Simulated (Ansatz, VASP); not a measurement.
Si5Cl: VASP beside Ansatz

File INCAR:

```
SYSTEM = Si5Cl
ALGO = Normal ; EDIFF = 1E-7
EDIFFG = -0.04 ; ENCUT = 600
GGA = PE ; IBRION = 2
ISIF = 3 ; ISMEAR = 0
LASPH = .True. ; LCHARG = .False.
LREAL = .False. ; LWAVE = .False.
NELM = 60 ; NSW = 90
PREC = Accurate ; SIGMA = 0.1
```

The input KPOINTS:

```
k-points
0
Gamma
  6 6 2
  0 0 0
```

The input POSCAR:

```
Si5Cl
1.0
    3.6903173200      0.0000000000      0.0000000000
    0.0000000000      3.6903173200      0.0000000000
    0.0000000000      0.0000000000      8.6516197500
Si Cl
5 1
Direct
    0.0000000000      0.0000000000      0.8628339600
    0.0000000000      0.0000000000      0.1371660400
    0.0000000000      0.0000000000      0.6893285700
    0.0000000000      0.0000000000      0.3106714300
    0.0000000000      0.0000000000      0.5000000000
    0.5000000000      0.5000000000      0.5000000000
```

Input for Ansatz:

```yaml
crystal:
  lattice:
    - [3.69031732, 0.0, 0.0]
    - [0.0, 3.69031732, 0.0]
    - [0.0, 0.0, 8.65161975]
  atoms:
    - { symbol: Si, position: [0.0, 0.0, 0.86283396] }
    - { symbol: Si, position: [0.0, 0.0, 0.13716604] }
    - { symbol: Si, position: [0.0, 0.0, 0.68932857] }
    - { symbol: Si, position: [0.0, 0.0, 0.31067143] }
    - { symbol: Si, position: [0.0, 0.0, 0.5] }
    - { symbol: Cl, position: [0.5, 0.5, 0.5] }
basis:
  ecutwfc: 420
kpoints:
  mp_grid: { grid: [6, 6, 2] }
hamiltonian:
  xc: pbe
scf:
  occupations: { method: gaussian, width: 0.1 }
  lower_state_search: "off"
output:
  forces: true
  stress: true
  eigenvalues: true
relax:
  adjacent_minimum: "off"
  f_tol: 0.04
  max_steps: 70
  cell: { stress_tol: 0.4 }
```

Alike in both runs: task relaxation of cell and atoms; functional PBE; k mesh 6 × 6 × 2; occupations gaussian, width 0.1 eV; no spin polarisation.

|  | VASP | Ansatz |
| --- | --- | --- |
| version | VASP 6.6.1 | Ansatz 0.2.0 |
| potentials or method | VASP PAW PBE potentials, release 64 (Si, Cl), cutoff 600 eV | scalar-relativistic, plane waves, PAW |
| valence electrons in the cell | 27 | 27 |

Ansatz gave:

- gap on the k mesh at the Fermi level, each at its own relaxed structure (eV): none
- relaxed volume (Å³/atom): 21.40
- relaxed length of the cell vector where the two differ most in proportion (Å): 12.400

Q: Estimate VASP's values.

A: gap on the k mesh at the Fermi level, each at its own relaxed structure (eV): none; relaxed volume (Å³/atom): 21.40; relaxed length of the cell vector where the two differ most in proportion (Å): 12.377.

A gap of «none» marks a metal or a gap that the smearing closes.

The k mesh is coarse, so the values compare programs but aren't converged.
